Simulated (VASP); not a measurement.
# C (P6_3/mmc) in VASP: settings compared

Aim: see how the results for C move with the level of theory and the settings. Levels: PBE, HSE06. Tasks: single point, relaxation of cell and atoms.

All numbers are computed with VASP 6.6.1; they aren't measurements. Logs are shortened: lines on timing, memory, paths and dates and some standing lists are left out, and cuts for length are marked.

## 1. The cell of the first run

The structure is hexagonal, space group P6_3/mmc (No. 194). Conventional cell: a = 2.512 Å, b = 2.512 Å, c = 4.180 Å, α = 90.00°, β = 90.00°, γ = 120.00°. Within 2.1 Å of C (site symmetry 3m) lie 4 C at 1.54 to 1.57 Å.

## 2. Single point, PBE

INCAR

```
ALGO = Normal
EDIFF = 1E-6
ENCUT = 520
GGA = PE
ISIF = 2
ISMEAR = -1
LASPH = T
LCHARG = F
LREAL = F
LWAVE = F
NBANDS = 16
NELM = 100
PREC = Accurate
SIGMA = 0.02
```

KPOINTS

```
k-points
0
Gamma
  12 12 6
```

POSCAR

```
C
1.0
    2.5115321434      0.0000000000      0.0000000000
   -1.2557660717      2.1750506386      0.0000000000
    0.0000000000      0.0000000000      4.1804261411
C
4
Direct
    0.3333333333      0.6666666667      0.0002342824
    0.6666666667      0.3333333333      0.5002342824
    0.3333333333      0.6666666667      0.3747657176
    0.6666666667      0.3333333333      0.8747657176
```

Potentials or basis: VASP PAW PBE potentials, release 64 (C).

On the command line:

```console
$ cat potpaw_PBE.64/C/POTCAR > POTCAR
$ mpirun -np 1 vasp_std > vasp.out
```

OUTCAR:

```text
EDIFF = 1E-6
   ENCUT = 520
   GGA = PE
   ISIF = 2
   ISMEAR = -1
   LASPH = T
   LREAL = F
   NELM = 100
   PREC = Accurate

 ion  position               nearest neighbor table
   1  0.333  0.667  0.000-   4 1.54   4 1.54   4 1.54   3 1.57
   2  0.667  0.333  0.500-   3 1.54   3 1.54   3 1.54   4 1.57
   3  0.333  0.667  0.375-   2 1.54   2 1.54   2 1.54   1 1.57
   4  0.667  0.333  0.875-   1 1.54   1 1.54   1 1.54   2 1.57

  LATTYP: Found a hexagonal cell.
 ALAT       =     2.5115321434
 C/A-ratio  =     1.6644923905

  Lattice vectors:

 A1 = (   2.5115321434,   0.0000000000,   0.0000000000)
 A2 = (  -1.2557660717,   2.1750506386,   0.0000000000)
 A3 = (   0.0000000000,   0.0000000000,   4.1804261411)

Analysis of symmetry for initial positions (statically):
=====================================================================
 Subroutine PRICEL returns:
 Original cell was already a primitive cell.

 Routine SETGRP: Setting up the symmetry group for a
 hexagonal supercell.

 Subroutine GETGRP returns: Found 24 space group operations
 (whereof  6 operations were pure point group operations)
 out of a pool of 24 trial point group operations.

The static configuration has the point symmetry C_3v.
 The point group associated with its full space group is D_6h.

Analysis of symmetry for dynamics (positions and initial velocities):
=====================================================================
 Subroutine PRICEL returns:
 Original cell was already a primitive cell.

 Routine SETGRP: Setting up the symmetry group for a
 hexagonal supercell.

 Subroutine GETGRP returns: Found 24 space group operations
 (whereof  6 operations were pure point group operations)
 out of a pool of 24 trial point group operations.

The dynamic configuration has the point symmetry C_3v.
 The point group associated with its full space group is D_6h.

 Subroutine INISYM returns: Found 24 space group operations
 (whereof  6 operations are pure point group operations),
 and found     1 'primitive' translations

----------------------------------------------------------------------------------------

                                     Primitive cell

  volume of cell :      22.8365

  direct lattice vectors                    reciprocal lattice vectors
[... 84 lines left out ...]
   ICHARG =      2    charge: 1-file 2-atom 10-const
   ISPIN  =      1    spin polarized calculation?
   LNONCOLLINEAR =      F non collinear calculations
   LSORBIT =      F    spin-orbit coupling
   LASPH  =      T    aspherical Exc in radial PAW
   ENCUT  =  520.0 eV  38.22 Ry    6.18 a.u.   4.67  4.67  7.77*2*pi/ulx,y,z
   NELM   =    100;   NELMIN=  2; NELMDL= -5     # of ELM steps
   EDIFF  = 0.1E-05   stopping-criterion for ELM
   LREAL  =      F    real-space projection
   EDIFFG = 0.1E-04   stopping-criterion for IOM
   NSW    =      0    number of steps for IOM
   IBRION =     -1    ionic relax: 0-MD 1-quasi-New 2-CG
   NFREE  =      0    steps in history (QN), initial steepest desc. (CG)
   ISIF   =      2    stress and relaxation
   ISYM   =      2    0-nonsym 1-usesym 2-fastsym
   POTIM  = 0.5000    time-step for ionic-motion
   TEBEG  =    0.0;   TEEND  =   0.0 temperature during run
   PSTRESS=    0.0 pullay stress
   NELECT =      16.0000    total number of electrons
   NUPDOWN=      -1.0000    fix difference up-down
   EMIN   =  10.00;   EMAX   =-10.00  energy-range for DOS
   EFERMI =   0.00;   METHOD = LEGACY
   ISMEAR =    -1;   SIGMA  =   0.02  broadening in eV -4-tet -1-fermi 0-gaus
   EFERMI_NEDOS =   21; number of points for ismear=-14 and -15
   IALGO  =     38    algorithm
   IMIX   =      4    mixing-type and parameters
     AMIX     =   0.40;   BMIX     =  1.00
     AMIX_MAG =   1.60;   BMIX_MAG =  1.00
  volume/ion in A,a.u.               =       5.71        38.53
  Fermi-wavevector in a.u.,A,eV,Ry     =   1.454025  2.747709 28.765292  2.114189
  Thomas-Fermi vector in A             =   2.571224
   LORBIT       =      0    0 simple, 1 ext, 2 COOP (PROOUT), +10 PAW based schemes
   GGA     = PE    functional components
   LHFCALC =     F    Hartree Fock is set to
   AEXX    =    0.0000 exact exchange contribution
   IVDW    =     0    specifies the selected vdW correction
   LEPSILON=     F    determine dielectric tensor
   LRPA    =     F    only Hartree local field effects (RPA)
 non-spin polarized calculation
  energy-cutoff  :      520.00
  volume of cell :       22.84
 maximum number of plane-waves:       640
 NGX is ok and might be reduce to    20
   NGX =  9   NGY =  9   NGZ = 15

 number of electron      16.0000000 magnetization

 Free energy of the ion-electron system (eV)
  ---------------------------------------------------
  ext. energy  EPLUGINS =         0.00000000
  ---------------------------------------------------
  free energy    TOTEN  =       -36.27313039 eV

  energy without entropy =      -36.27313039  energy(sigma->0) =      -36.27313039

 E-fermi :  10.3753     XC(G=0): -13.2128

 val. band max:        9.9191127933   @ k =   0.0000   0.0000   0.0000
 cond. band min:      13.2607820868   @ k =   0.3333   0.3333   0.0000
 fundamental gap:      3.3416692934
 Fermi energy:        10.3752594902

 k-point     1 :       0.0000    0.0000    0.0000
  band No.  band energies     occupation
      1     -11.7765      2.00000
      2      -6.2394      2.00000
      3      -3.6889      2.00000
      4       6.8582      2.00000
      5       6.8582      2.00000
      6       9.4475      2.00000
[... 433 lines left out ...]
      3      -1.1820      2.00000
      4       0.4874      2.00000
      5       2.6762      2.00000
      6       4.2766      2.00000
[... 8 lines left out ...]
     15      24.3129      0.00000
     16      26.7871      0.00000

 [... further k-points ...]
[... 5 lines left out ...]
  --------------------------------------------------------------------------------------
  -------------------------------------------------------------------------------------
  Total        0.1002229      0.1002229      0.0767758      0.0000000      0.0000000      0.0000000
  in kB        7.0315145      7.0315145      5.3864984      0.0000000      0.0000000      0.0000000
  external PRESSURE =       6.4831758 kB  Pullay stress =       0.0000000 kB

 VOLUME and BASIS-vectors are now :
 -----------------------------------------------------------------------------
  energy-cutoff  :      520.00
  volume of cell :       22.84
      direct lattice vectors                 reciprocal lattice vectors
     2.511532143  0.000000000  0.000000000     0.398163329  0.229879705  0.000000000
    -1.255766072  2.175050639  0.000000000     0.000000000  0.459759411  0.000000000
     0.000000000  0.000000000  4.180426141     0.000000000  0.000000000  0.239210063

 POSITION                                       TOTAL-FORCE (eV/Angst)
 -----------------------------------------------------------------------------------
     -0.00000      1.45003      0.00098        -0.000000      0.000000      0.003191
      1.25577      0.72502      2.09119         0.000000     -0.000000      0.003191
     -0.00000      1.45003      1.56668        -0.000000      0.000000     -0.003191
      1.25577      0.72502      3.65689         0.000000     -0.000000     -0.003191
 -----------------------------------------------------------------------------------
    total drift:                               -0.000000      0.000000      0.000000

  FREE ENERGIE OF THE ION-ELECTRON SYSTEM (eV)
  ---------------------------------------------------
  free  energy   TOTEN  =       -36.2731303901 eV

  energy  without entropy=      -36.2731303901  energy(sigma->0) =      -36.27313039
```

Run time: 18 s. Hardware: 1 thread of Intel Xeon Platinum 8259CL at 2.50GHz (Skylake/Cascade Lake), shared host; peak memory 0.14 GiB.

What came out:

```yaml
Free_energy: -36.2731 eV
Pressure: 0.6 GPa
Largest_force: 0.003 eV/Å
Band_gap_on_the_k_mesh: 3.34 eV, indirect (least direct gap 4.96 eV)
```

Forces in eV/Å, atoms in the order of the input:
```
C    0.000  0.000  0.003
C    0.000  0.000  0.003
C    0.000  0.000 -0.003
C    0.000  0.000 -0.003
```

Stress tensor (GPa, compression positive):
```
0.70 0.00 0.00
0.00 0.70 0.00
0.00 0.00 0.54
```

Levels at points of the mesh, in eV from the valence-band top:
| k point | band 4 | band 5 | band 6 | band 7 | band 8 | band 9 | band 10 | band 11 | band 12 | band 13 |
| --- | --- | --- | --- | --- | --- | --- | --- | --- | --- | --- |
| (0.00, 0.00, 0.00) | -3.06 | -3.06 | -0.47 | 0.00 | 0.00 | 4.96 | 4.96 | 5.33 | 8.05 | 9.49 |
| (0.50, 0.00, 0.00) | -9.97 | -9.20 | -6.42 | -5.90 | -3.12 | 4.48 | 8.08 | 8.28 | 8.36 | 10.85 |
| (0.00, 0.00, 0.50) | -7.00 | -1.83 | -1.83 | -1.83 | -1.83 | 7.23 | 7.23 | 7.23 | 7.23 | 7.61 |
| (0.50, 0.00, 0.50) | -12.92 | -5.06 | -5.06 | -4.79 | -4.79 | 5.87 | 5.87 | 6.49 | 6.49 | 12.44 |

## 3. Relaxation of cell and atoms, PBE

This run uses another cell than the first one, of 5.41 Å³/atom, 0.947 times its volume.

INCAR

```
SYSTEM = C
PREC = Accurate
ENCUT = 600
EDIFF = 1E-6
ISMEAR = -1
SIGMA = 0.02
LREAL = .FALSE.
LASPH = .TRUE.
NELM = 100
ALGO = Normal
ISIF = 3
LWAVE = .FALSE.
LCHARG = .FALSE.
GGA = PE
IBRION = 2
NSW = 80
EDIFFG = -0.005
```

KPOINTS

```
Automatic mesh
0
G
  12 12 6
  0 0 0
```

POSCAR

```
C
1.0
    2.4821496060      0.0000000000      0.0000000000
   -1.2410748030      2.1496046148      0.0000000000
    0.0000000000      0.0000000000      4.0533503066
C
4
Direct
    0.3333333333      0.6666666667      0.0000000000
    0.6666666667      0.3333333333      0.5000000000
    0.3333333333      0.6666666667      0.3750000000
    0.6666666667      0.3333333333      0.8750000000
```

Potentials or basis: VASP PAW PBE potentials, release 64 (C).

On the command line:

```console
$ cat potpaw_PBE.64/C/POTCAR > POTCAR
$ mpirun -np 1 vasp_std > vasp.out
```

It took 71 s on 1 thread of Intel Xeon Platinum 8259CL at 2.50GHz (Skylake/Cascade Lake), shared host; peak memory 0.14 GiB.

It converged, with:

```
Free energy                            : -36.2775 eV
Relaxed volume                         : 5.71 Å³/atom
Relaxed cell                           : a = 2.512 Å, b = 2.512 Å, c = 4.181 Å, α = 90.00°, β = 90.00°, γ = 120.00°
Space group after relaxing (to 0.05 Å) : P6_3/mmc (No. 194)
Energy gained by relaxing              : 30.0 meV/atom
Ionic steps                            : 11
Pressure after relaxing                : 0.0 GPa
Band gap on the k mesh                 : 3.34 eV, indirect (least direct gap 4.96 eV)
```

Forces in eV/Å, atoms in the order of the input:
```
C    0.000  0.000 -0.003
C    0.000  0.000 -0.003
C    0.000  0.000  0.003
C    0.000  0.000  0.003
```

Step by step:
| step | energy change (eV) | largest force (eV/Å) | pressure (GPa) | volume (Å³) |
| --- | --- | --- | --- | --- |
| 1 | 0.0000 | 0.0483 | 26.60 | 21.63 |
| 2 | 0.0676 | 0.2656 | -27.01 | 24.54 |
| 3 | -0.1200 | 0.0108 | -0.52 | 22.87 |
| 4 | -0.1201 | 0.0085 | 0.01 | 22.84 |
| 5 | -0.1200 | 0.0061 | 0.49 | 22.82 |
| 6 | -0.1200 | 0.0148 | 0.41 | 22.82 |
| 7 | -0.1200 | 0.0043 | 0.42 | 22.82 |
| 8 | -0.1200 | 0.0031 | 0.38 | 22.82 |
| 9 | -0.1201 | 0.0002 | 0.16 | 22.84 |
| 10 | -0.1200 | 0.0071 | -0.26 | 22.86 |
| 11 | -0.1201 | 0.0025 | 0.01 | 22.84 |

Final structure:
```yaml
crystal:
  lattice:
    - [2.51183, 0.00000, 0.00000]
    - [-1.25592, 2.17531, 0.00000]
    - [0.00000, 0.00000, 4.18068]
  atoms:
    - { symbol: C, position: [0.33333, 0.66667, 0.00025] }
    - { symbol: C, position: [0.66667, 0.33333, 0.50025] }
    - { symbol: C, position: [0.33333, 0.66667, 0.37475] }
    - { symbol: C, position: [0.66667, 0.33333, 0.87475] }
```

Levels at points of the mesh, in eV from the valence-band top:
| k point | band 4 | band 5 | band 6 | band 7 | band 8 | band 9 | band 10 | band 11 | band 12 |
| --- | --- | --- | --- | --- | --- | --- | --- | --- | --- |
| (0.00, 0.00, 0.00) | -3.06 | -3.06 | -0.47 | 0.00 | 0.00 | 4.96 | 4.96 | 5.33 | 8.05 |
| (0.50, 0.00, 0.00) | -9.97 | -9.20 | -6.42 | -5.90 | -3.12 | 4.47 | 8.08 | 8.27 | 8.36 |
| (0.00, 0.00, 0.50) | -7.00 | -1.83 | -1.83 | -1.83 | -1.83 | 7.23 | 7.23 | 7.23 | 7.23 |
| (0.50, 0.00, 0.50) | -12.92 | -5.06 | -5.06 | -4.79 | -4.79 | 5.87 | 5.87 | 6.49 | 6.49 |

A k mesh can miss the band edges. As with any semilocal functional, this PBE gap is likely too small.

## 4. Single point, HSE06

This run uses another cell than the first one, of 5.59 Å³/atom, 0.978 times its volume.

POSCAR

```
C
1.0
    2.4934031022      0.0000000000      0.0000000000
   -1.2467015511      2.1593504284      0.0000000000
    0.0000000000      0.0000000000      4.1495016899
C
4
Direct
    0.3333333333      0.6666666667      0.0002502486
    0.6666666667      0.3333333333      0.5002502486
    0.3333333333      0.6666666667      0.3747497514
    0.6666666667      0.3333333333      0.8747497514
```

INCAR.step1

```
SYSTEM = C
PREC = Accurate
ENCUT = 520
EDIFF = 1E-5
ISMEAR = -1
SIGMA = 0.02
LREAL = .False.
LASPH = .True.
NELM = 100
ALGO = Normal
ISIF = 2
LWAVE = .True.
NBANDS = 16
GGA = PE
```

INCAR.step2

```
SYSTEM = C
PREC = Accurate
ENCUT = 520
EDIFF = 1E-7
ISMEAR = -1
SIGMA = 0.02
LREAL = .False.
LASPH = .True.
NELM = 100
ALGO = Normal
ISIF = 2
LWAVE = .False.
LCHARG = .True.
GGA = PE
LHFCALC = .True.
HFSCREEN = 0.2079
PRECFOCK = Normal
LELF = .True.
LVHAR = .True.
NBANDS = 16
ISTART = 1
```

KPOINTS

```
regular mesh
0
Gamma
  9 9 4
  0 0 0
```

On the command line:

```console
$ cat potpaw_PBE.64/C/POTCAR > POTCAR
$ cp INCAR.step1 INCAR
$ mpirun -np 1 vasp_std > vasp.out
$ cp INCAR.step2 INCAR
$ mpirun -np 1 vasp_std > vasp.out
```

Run time: 43 min. Hardware: 1 thread of Intel Xeon Platinum 8259CL at 2.50GHz (Skylake/Cascade Lake), shared host; peak memory 0.24 GiB.

The run converged. Its results:

* Free energy: -41.9990 eV
* Pressure: 0.9 GPa
* Largest force: 0.006 eV/Å
* Band gap on the k mesh: 4.32 eV, indirect (least direct gap 6.34 eV)

Forces on the atoms (eV/Å):
```
C    0.000  0.000  0.006
C    0.000  0.000  0.006
C    0.000  0.000 -0.006
C    0.000  0.000 -0.006
```

Stress tensor (GPa, compression positive):
```
0.98 0.00 0.00
0.00 0.98 0.00
0.00 0.00 0.84
```

Levels at points of the mesh, in eV from the valence-band top:
```csv
k point,band 4,band 5,band 6,band 7,band 8,band 9,band 10,band 11,band 12,band 13
"(0.00, 0.00, 0.00)",-3.41,-3.41,-0.50,0.00,0.00,6.34,6.34,6.77,9.80,11.32
"(0.00, 0.00, 0.50)",-7.77,-2.04,-2.04,-2.04,-2.04,8.81,8.81,8.81,8.81,9.26
```

Caveat: the PAW data sets were made with another functional, which shifts forces and pressure a little. A k mesh can miss the band edges.

## 5. The runs side by side

```csv
task,level,cell,k mesh,cutoff (eV),grid for exact exchange (PRECFOCK),screening parameter,gap on the mesh (eV),pressure (GPa)
single point,PBE,"a = 2.512, b = 2.512, c = 4.180 Å, angles 90.0, 90.0, 120.0°, 4 atoms",12 × 12 × 6,520,-,-,3.34,0.6
relaxation of cell and atoms,PBE,"relaxed from a = 2.482, b = 2.482, c = 4.053 Å, angles 90.0, 90.0, 120.0°, 4 atoms",12 × 12 × 6,600,-,-,3.34,0.0
single point,HSE06,"a = 2.493, b = 2.493, c = 4.150 Å, angles 90.0, 90.0, 120.0°, 4 atoms",9 × 9 × 4,520,Normal,0.2079 1/Å,4.32,0.9
```

Alike in all rows: potentials or basis VASP PAW PBE potentials, release 64 (C); no spin polarisation; smearing fermi-dirac 0.02 eV.

Caveats: the PAW data sets were made with another functional, which shifts forces and pressure a little (some runs).

Total energies depend on the potentials used, so only differences within one code and one set of settings carry meaning.
